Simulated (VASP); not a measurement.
# TaN (P6/mmm) in VASP: notebook

The runs below take TaN through single point, with PBE.

All numbers are computed with VASP 6.6.1; they aren't measurements. Logs are shortened: lines on timing, memory, paths and dates and some standing lists are left out, and cuts for length are marked.

## Step 1: The cell of the first run

Symmetry: P6/mmm, No. 191, hexagonal system. The conventional cell has a = 5.049 Å, b = 5.049 Å, c = 2.828 Å, α = 90.00°, β = 90.00°, γ = 120.00°. Within 3.3 Å of Ta (site symmetry 6/mmm) lie 6 N at 2.52 Å and 14 Ta at 2.83 to 3.24 Å. Within 2.7 Å of Ta (site symmetry -6m2) lie 6 N at 2.03 Å. Within 2.7 Å of N (site symmetry mmm) lie 6 Ta at 2.03 to 2.52 Å and 4 N at 2.52 Å.

## Step 2: Single point, PBE

Input file INCAR:

```
  ALGO = Normal
  EDIFF = 1E-7
  ENCUT = 520
  GGA = PE
  ISIF = 2
  ISMEAR = -1
  LASPH = T
  LCHARG = F
  LREAL = F
  LWAVE = F
  NBANDS = 33
  NELM = 100
  PREC = Accurate
  SIGMA = 0.1
```

Input file KPOINTS:

```
k-points
0
Gamma
  5 5 8
```

Input file POSCAR:

```
TaN
1.0
    5.0487085969      0.0000000000      0.0000000000
   -2.5243542985      4.3723099002      0.0000000000
    0.0000000000      0.0000000000      2.8282883066
Ta N
3 3
Direct
    0.0000000000      0.0000000000      0.0000000000
    0.3333333333      0.6666666667      0.5000000000
    0.6666666667      0.3333333333      0.5000000000
    0.5000000000      0.0000000000      0.0000000000
    0.5000000000      0.5000000000      0.0000000000
    0.0000000000      0.5000000000      0.0000000000
```

Potentials or basis: VASP PAW PBE potentials, release 64 (Ta_pv, N).

Run with:

```bash
> cat potpaw_PBE.64/Ta_pv/POTCAR potpaw_PBE.64/N/POTCAR > POTCAR
> mpirun -np 1 vasp_std > vasp.out
```

OUTCAR:

```text
EDIFF = 1E-7
   ENCUT = 520
   GGA = PE
   ISIF = 2
   ISMEAR = -1
   LASPH = T
   LREAL = F
   NELM = 100
   PREC = Accurate

 ion  position               nearest neighbor table
   1  0.000  0.000  0.000-   5 2.52   5 2.52   6 2.52   6 2.52   4 2.52   4 2.52   2 3.24   3 3.24
                             2 3.24   3 3.24   2 3.24   2 3.24   3 3.24   3 3.24   2 3.24   3 3.24
   2  0.333  0.667  0.500-   4 2.03   4 2.03   6 2.03   6 2.03   5 2.03   5 2.03   3 2.91   3 2.91
                             3 2.91   1 3.24   1 3.24   1 3.24   1 3.24   1 3.24   1 3.24
   3  0.667  0.333  0.500-   4 2.03   4 2.03   6 2.03   6 2.03   5 2.03   5 2.03   2 2.91   2 2.91
                             2 2.91   1 3.24   1 3.24   1 3.24   1 3.24   1 3.24   1 3.24
   4  0.500  0.000  0.000-   2 2.03   3 2.03   2 2.03   3 2.03   1 2.52   1 2.52
   5  0.500  0.500  0.000-   2 2.03   3 2.03   2 2.03   3 2.03   1 2.52   1 2.52
   6  0.000  0.500  0.000-   2 2.03   3 2.03   2 2.03   3 2.03   1 2.52   1 2.52

  LATTYP: Found a hexagonal cell.
 ALAT       =     5.0487085969
 C/A-ratio  =     0.5602003467

  Lattice vectors:

 A1 = (   5.0487085969,   0.0000000000,   0.0000000000)
 A2 = (  -2.5243542985,   4.3723099002,   0.0000000000)
 A3 = (   0.0000000000,   0.0000000000,   2.8282883066)

Analysis of symmetry for initial positions (statically):
=====================================================================
 Subroutine PRICEL returns:
 Original cell was already a primitive cell.

 Routine SETGRP: Setting up the symmetry group for a
 hexagonal supercell.

 Subroutine GETGRP returns: Found 24 space group operations
 (whereof 24 operations were pure point group operations)
 out of a pool of 24 trial point group operations.

The static configuration has the point symmetry D_6h.

Analysis of symmetry for dynamics (positions and initial velocities):
=====================================================================
 Subroutine PRICEL returns:
 Original cell was already a primitive cell.

 Routine SETGRP: Setting up the symmetry group for a
 hexagonal supercell.

 Subroutine GETGRP returns: Found 24 space group operations
 (whereof 24 operations were pure point group operations)
 out of a pool of 24 trial point group operations.

The dynamic configuration has the point symmetry D_6h.

 Subroutine INISYM returns: Found 24 space group operations
 (whereof 24 operations are pure point group operations),
 and found     1 'primitive' translations

----------------------------------------------------------------------------------------

                                     Primitive cell

  volume of cell :      62.4331

  direct lattice vectors                    reciprocal lattice vectors
     5.048708597  0.000000000  0.000000000     0.198070453  0.114356030  0.000000000
    -2.524354299  4.372309900  0.000000000     0.000000000  0.228712059  0.000000000
     0.000000000  0.000000000  2.828288307     0.000000000  0.000000000  0.353570744

  length of vectors
     5.048708597  5.048708596  2.828288307     0.228712059  0.228712059  0.353570744

  position of ions in fractional coordinates (direct lattice)
     0.000000000  0.000000000  0.000000000
     0.333333333  0.666666667  0.500000000
     0.666666667  0.333333333  0.500000000
     0.500000000  0.000000000  0.000000000
     0.500000000  0.500000000  0.000000000
     0.000000000  0.500000000  0.000000000

  ion indices of the primitive-cell ions
   primitive index   ion index
                 1           1
                 2           2
                 3           3
                 4           4
                 5           5
                 6           6

----------------------------------------------------------------------------------------

 KPOINTS: k-points

Automatic generation of k-mesh.
 Grid dimensions read from file:
 generate k-points for:    5    5    8

 Generating k-lattice:

  Cartesian coordinates                     Fractional coordinates (reciprocal lattice)
     0.039614091  0.022871206  0.000000000     0.200000000  0.000000000  0.000000000
     0.000000000  0.045742412  0.000000000     0.000000000  0.200000000  0.000000000
     0.000000000  0.000000000  0.044196343     0.000000000  0.000000000  0.125000000

  Length of vectors
     0.045742412  0.045742412  0.044196343

  Shift w.r.t. Gamma in fractional coordinates (k-lattice)
     0.000000000  0.000000000  0.000000000

 Subroutine IBZKPT returns following result:
 ===========================================

 Found     25 irreducible k-points:

 Following reciprocal coordinates:
            Coordinates               Weight
  0.000000  0.000000  0.000000      1.000000
  0.200000  0.000000  0.000000      6.000000
  0.400000  0.000000  0.000000      6.000000
  0.200000  0.200000  0.000000      6.000000
  0.400000  0.200000  0.000000      6.000000
  0.000000  0.000000  0.125000      2.000000
[... 16 lines left out ...]
  0.400000  0.000000  0.500000      6.000000
  0.200000  0.200000  0.500000      6.000000
   k-points           NKPTS =     25   k-points in BZ     NKDIM =     25   number of bands    NBANDS=     33
   number of dos      NEDOS =    301   number of ions     NIONS =      6
   total plane-waves  NPLWV =  38400
   dimension x,y,z NGX =    40 NGY =   40 NGZ =   24
   dimension x,y,z NGXF=    80 NGYF=   80 NGZF=   48
   ions per type =               3   3
   NGX,Y,Z   is equivalent  to a cutoff of  13.17, 13.17, 14.11 a.u.
   NGXF,Y,Z  is equivalent  to a cutoff of  26.34, 26.34, 28.21 a.u.
 SYSTEM =  unknown system
   PREC   = accura    normal or accurate (medium, high low for compatibility)
   ISTART =      0    job   : 0-new  1-cont  2-samecut
   ICHARG =      2    charge: 1-file 2-atom 10-const
   ISPIN  =      1    spin polarized calculation?
   LNONCOLLINEAR =      F non collinear calculations
   LSORBIT =      F    spin-orbit coupling
   LASPH  =      T    aspherical Exc in radial PAW
   ENCUT  =  520.0 eV  38.22 Ry    6.18 a.u.   9.39  9.39  5.26*2*pi/ulx,y,z
   NELM   =    100;   NELMIN=  2; NELMDL= -5     # of ELM steps
   EDIFF  = 0.1E-06   stopping-criterion for ELM
   LREAL  =      F    real-space projection
   EDIFFG = 0.1E-05   stopping-criterion for IOM
   NSW    =      0    number of steps for IOM
   IBRION =     -1    ionic relax: 0-MD 1-quasi-New 2-CG
   NFREE  =      0    steps in history (QN), initial steepest desc. (CG)
   ISIF   =      2    stress and relaxation
   ISYM   =      2    0-nonsym 1-usesym 2-fastsym
   POTIM  = 0.5000    time-step for ionic-motion
   TEBEG  =    0.0;   TEEND  =   0.0 temperature during run
   PSTRESS=    0.0 pullay stress
   NELECT =      48.0000    total number of electrons
   NUPDOWN=      -1.0000    fix difference up-down
   EMIN   =  10.00;   EMAX   =-10.00  energy-range for DOS
   EFERMI =   0.00;   METHOD = LEGACY
   ISMEAR =    -1;   SIGMA  =   0.10  broadening in eV -4-tet -1-fermi 0-gaus
   EFERMI_NEDOS =   21; number of points for ismear=-14 and -15
   IALGO  =     38    algorithm
   IMIX   =      4    mixing-type and parameters
     AMIX     =   0.40;   BMIX     =  1.00
     AMIX_MAG =   1.60;   BMIX_MAG =  1.00
  volume/ion in A,a.u.               =      10.41        70.22
  Fermi-wavevector in a.u.,A,eV,Ry     =   1.499743  2.834104 30.602632  2.249230
  Thomas-Fermi vector in A             =   2.611334
   LORBIT       =      0    0 simple, 1 ext, 2 COOP (PROOUT), +10 PAW based schemes
   GGA     = PE    functional components
   LHFCALC =     F    Hartree Fock is set to
   AEXX    =    0.0000 exact exchange contribution
   IVDW    =     0    specifies the selected vdW correction
   LEPSILON=     F    determine dielectric tensor
   LRPA    =     F    only Hartree local field effects (RPA)
 non-spin polarized calculation
  energy-cutoff  :      520.00
  volume of cell :       62.43
 maximum number of plane-waves:      1694
 NGX is ok and might be reduce to    40
   NGX = 19   NGY = 19   NGZ = 11

 number of electron      47.9999999 magnetization

 Free energy of the ion-electron system (eV)
  ---------------------------------------------------
  ext. energy  EPLUGINS =         0.00000000
  ---------------------------------------------------
  free energy    TOTEN  =       -63.84595880 eV

  energy without entropy =      -63.81879532  energy(sigma->0) =      -63.83237706

 E-fermi :   9.1597     XC(G=0): -13.4978

 val. band max:        9.1068817219   @ k =   0.2000   0.0000   0.3750
 cond. band min:       9.1876308677   @ k =   0.2000   0.0000   0.2500
 fundamental gap:      0.0807491458
 Fermi energy:         9.1596888782

 k-point     1 :       0.0000    0.0000    0.0000
  band No.  band energies     occupation
      1     -27.1013      2.00000
      2     -27.1013      2.00000
      3     -26.6073      2.00000
      4     -26.6073      2.00000
      5     -26.3141      2.00000
      6     -26.1934      2.00000
[... 25 lines left out ...]
     32      12.7904      0.00000
     33      12.7904      0.00000

 k-point     2 :       0.2000    0.0000    0.0000
  band No.  band energies     occupation
      1     -27.1429      2.00000
      2     -27.0808      2.00000
      3     -26.5600      2.00000
      4     -26.5460      2.00000
      5     -26.2976      2.00000
      6     -26.2698      2.00000
[... 25 lines left out ...]
     32      12.9643      0.00000
     33      13.1004      0.00000
[... 754 lines left out ...]
     32      13.8127      0.00000
     33      15.4841      0.00000

 k-point    24 :       0.2000    0.2000    0.5000
  band No.  band energies     occupation
      1     -27.5110      2.00000
      2     -27.3243      2.00000
      3     -26.9221      2.00000
      4     -26.7579      2.00000
      5     -26.4616      2.00000
      6     -26.2711      2.00000
[... 25 lines left out ...]
     32      13.5850      0.00000
     33      15.1724      0.00000

 [... further k-points ...]

------------------------ aborting loop because EDIFF is reached ----------------------------------------

  FORCE on cell =-STRESS in cart. coord.  units (eV):
  Direction    XX          YY          ZZ          XY          YZ          ZX
  --------------------------------------------------------------------------------------
  -------------------------------------------------------------------------------------
  Total       15.7468673     15.7468672     20.8637752     -0.0000000      0.0000000     -0.0000000
  in kB      404.1009115    404.1009113    535.4125651     -0.0000000      0.0000000     -0.0000000
  external PRESSURE =     447.8714626 kB  Pullay stress =       0.0000000 kB

 VOLUME and BASIS-vectors are now :
 -----------------------------------------------------------------------------
  energy-cutoff  :      520.00
  volume of cell :       62.43
      direct lattice vectors                 reciprocal lattice vectors
     5.048708597  0.000000000  0.000000000     0.198070453  0.114356030  0.000000000
    -2.524354299  4.372309900  0.000000000     0.000000000  0.228712059  0.000000000
     0.000000000  0.000000000  2.828288307     0.000000000  0.000000000  0.353570744

 POSITION                                       TOTAL-FORCE (eV/Angst)
 -----------------------------------------------------------------------------------
      0.00000      0.00000      0.00000         0.000000      0.000000      0.000000
     -0.00000      2.91487      1.41414        -0.000000      0.000000      0.000000
      2.52435      1.45744      1.41414         0.000000     -0.000000      0.000000
      2.52435      0.00000      0.00000         0.000000      0.000000      0.000000
      1.26218      2.18615      0.00000         0.000000      0.000000      0.000000
     -1.26218      2.18615      0.00000         0.000000      0.000000      0.000000
 -----------------------------------------------------------------------------------
    total drift:                               -0.000000      0.000000     -0.000000

  FREE ENERGIE OF THE ION-ELECTRON SYSTEM (eV)
  ---------------------------------------------------
  free  energy   TOTEN  =       -63.8459588002 eV

  energy  without entropy=      -63.8187953196  energy(sigma->0) =      -63.83237706
```

It took 66 s on 1 thread of Intel Xeon 8259CL, shared host; peak memory 0.21 GiB.

Results:

| Property | Result |
| --- | --- |
| Free energy | -63.8460 eV |
| Pressure | 44.8 GPa |
| Band gap on the k mesh | zero (bands 24 and 25 overlap by 2.44 eV) |

Stress tensor (GPa, compression positive):
```
40.41  0.00  0.00
 0.00 40.41  0.00
 0.00  0.00 53.54
```

Caveat: the cell stands under pressure; spin-orbit coupling is left out, which moves the levels of the heavy elements.

## Step 3: Single point, PBE

This run uses another cell than the first one, of 10.71 Å³/atom.

Input file INCAR:

```
SYSTEM = TaN
  PREC = Accurate
  ENCUT = 520
  EDIFF = 1E-6
  ISMEAR = -1
  SIGMA = 0.1
  LREAL = .FALSE.
  LASPH = .TRUE.
  NELM = 100
  ALGO = Normal
  ISIF = 2
  LWAVE = .FALSE.
  LCHARG = .FALSE.
  GGA = PE
  NBANDS = 33
```

Input file KPOINTS:

```
regular mesh
0
G
  5 5 8
  0 0 0
```

Edit POSCAR of step 2 so:

```diff
@@ -2,5 +2,5 @@
 1.0
-    5.0487085969      0.0000000000      0.0000000000
-   -2.5243542985      4.3723099002      0.0000000000
-    0.0000000000      0.0000000000      2.8282883066
+    5.0970245336      0.0000000000      0.0000000000
+   -2.5485122668      4.4141527288      0.0000000000
+    0.0000000000      0.0000000000      2.8553549111
 Ta N
```

Potentials or basis: VASP PAW PBE potentials, release 64 (Ta_pv, N).

Run with:

```bash
> cat potpaw_PBE.64/Ta_pv/POTCAR potpaw_PBE.64/N/POTCAR > POTCAR
> mpirun -np 1 vasp_std > vasp.out
```

Wall time 65 s (1 thread of Intel Xeon 8259CL, shared host); peak memory 0.21 GiB.

Results (log left out):

* Free energy: -64.2782 eV
* Pressure: 31.7 GPa
* Band gap on the k mesh: zero (bands 24 and 25 overlap by 2.33 eV)

Stress tensor (GPa, compression positive):
```
28.90  0.00  0.00
 0.00 28.90  0.00
 0.00  0.00 37.38
```

Levels at points of the mesh, in eV from the Fermi level:
```
           k point  band 20  band 21  band 22  band 23  band 24  band 25  band 26  band 27  band 28  band 29
(0.00, 0.00, 0.00)    -3.17    -3.17    -2.74    -2.24    -1.39    -1.39     0.83     0.83     1.39     2.37
(0.00, 0.00, 0.50)    -4.06    -3.32    -3.32    -2.11     0.94     0.94     1.55     1.99     2.70     2.70
```

Caveat: the cell stands under pressure; spin-orbit coupling is left out, which moves the levels of the heavy elements.

(Part 1 of 2 ends here.)
